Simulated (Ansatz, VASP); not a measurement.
## Two plane-wave programs on InAs

Contents of INCAR:

```
ALGO     = Normal         # electronic algorithm
EDIFF    = 1E-6           # SCF threshold, eV
ENCUT    = 500            # plane-wave cutoff, eV
GGA      = CA             # functional
GGA_COMPAT= F            
ISIF     = 2              # what is computed and relaxed
ISMEAR   = 0              # smearing method
LASPH    = T              # aspherical terms in the spheres
LCHARG   = F              # write CHGCAR
LREAL    = F              # projectors in reciprocal space
LWAVE    = F              # write WAVECAR
NBANDS   = 16             # bands
NELM     = 120            # most SCF steps
PREC     = Accurate       # precision mode
SIGMA    = 0.02           # smearing width, eV
```

File KPOINTS:

```
k-points
0
Gamma
  12 12 12
```

The input POSCAR:

```
InAs
1.0
    0.0000000000      3.0490601873      3.0490601873
    3.0490601873      0.0000000000      3.0490601873
    3.0490601873      3.0490601873      0.0000000000
In As
1 1
Direct
    0.0000000000      0.0000000000      0.0000000000
    0.2500000000      0.2500000000      0.2500000000
```

Input for Ansatz:

```yaml
crystal:
  lattice:
    - [0.0, 3.0490601873, 3.0490601873]
    - [3.0490601873, 0.0, 3.0490601873]
    - [3.0490601873, 3.0490601873, 0.0]
  atoms:
    - { symbol: In, position: [0.0, 0.0, 0.0] }
    - { symbol: As, position: [0.25, 0.25, 0.25] }
scf:
  occupations: { method: gaussian, width: 0.02 }
output:
  forces: true
  stress: true
  eigenvalues: true
hamiltonian:
  xc: lda
basis:
  ecutwfc: 500
kpoints:
  mp_grid: { grid: [12, 12, 12] }
```

Alike in both runs: task single point; functional LDA; k mesh 12 × 12 × 12; occupations gaussian, width 0.02 eV; no spin polarisation.

|  | VASP | Ansatz |
| --- | --- | --- |
| version | VASP 6.6.1 | Ansatz 0.2.0 |
| potentials or method | VASP PAW LDA potentials, release 64 (In_d, As), cutoff 500 eV | scalar-relativistic, plane waves, PAW |
| valence electrons in the cell | 18 | 28 |

|  | VASP | Ansatz | Ansatz less VASP |
| --- | --- | --- | --- |
| gap on the k mesh at the Fermi level (eV) | none | none | - |
| pressure (GPa) | -1.8 | -2.0 | -0.13 |

LDA's correlation is that of Perdew and Zunger in VASP and of Perdew and Wang (1992) in Ansatz. A gap of «none» marks a metal or a gap that the smearing closes. VASP's potentials hold 18 valence electrons a cell and Ansatz's 28, so a difference there can come from the potentials and not from the codes.
